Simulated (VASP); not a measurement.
A run of VASP 6.6.1:

Contents of INCAR:

```
ALGO     = Normal         # electronic algorithm
EDIFF    = 1E-6           # SCF threshold, eV
ENCUT    = 520            # plane-wave cutoff, eV
GGA      = PE             # functional
ISIF     = 2              # what is computed and relaxed
ISMEAR   = 0              # smearing method
LASPH    = T              # aspherical terms in the spheres
LCHARG   = T              # write CHGCAR
LELF     = T              # ELF
LREAL    = F              # projectors in reciprocal space
LVHAR    = T            
LWAVE    = F              # write WAVECAR
NBANDS   = 24             # bands
NELM     = 80             # most SCF steps
PREC     = Accurate       # precision mode
SIGMA    = 0.1            # smearing width, eV
```

The input KPOINTS:

```
k-points
0
Gamma
  4 4 4
```

POSCAR

```
K2Be2Pt
1.0
    6.1393995802      0.0000000000      0.0000000000
    0.0000000000      6.1393995802      0.0000000000
    0.0000000000      0.0000000000      4.3314786997
K Be Pt
2 2 1
Direct
    0.5000000000      0.0000000000      0.0207822484
    0.0000000000      0.5000000000      0.0207822484
    0.0000000000      0.0000000000      0.3726238824
    0.5000000000      0.5000000000      0.5215857682
    0.0000000000      0.0000000000      0.8718536326
```

Potentials or basis: VASP PAW PBE potentials, release 64 (K_sv, Be, Pt).

Command:

```bash
$ cat potpaw_PBE.64/K_sv/POTCAR potpaw_PBE.64/Be/POTCAR potpaw_PBE.64/Pt/POTCAR > POTCAR
$ mpirun -np 1 vasp_std > vasp.out
```

Hardware: 1 thread of Intel Xeon 8259CL (shared host).

**Question.** How long does it take, and how much memory?

**Answer.** Run time: 2.4 min on 1 thread of Intel Xeon 8259CL, on a shared host, peak memory 0.3 GiB. Counts: scf iterations 16, k points 18.
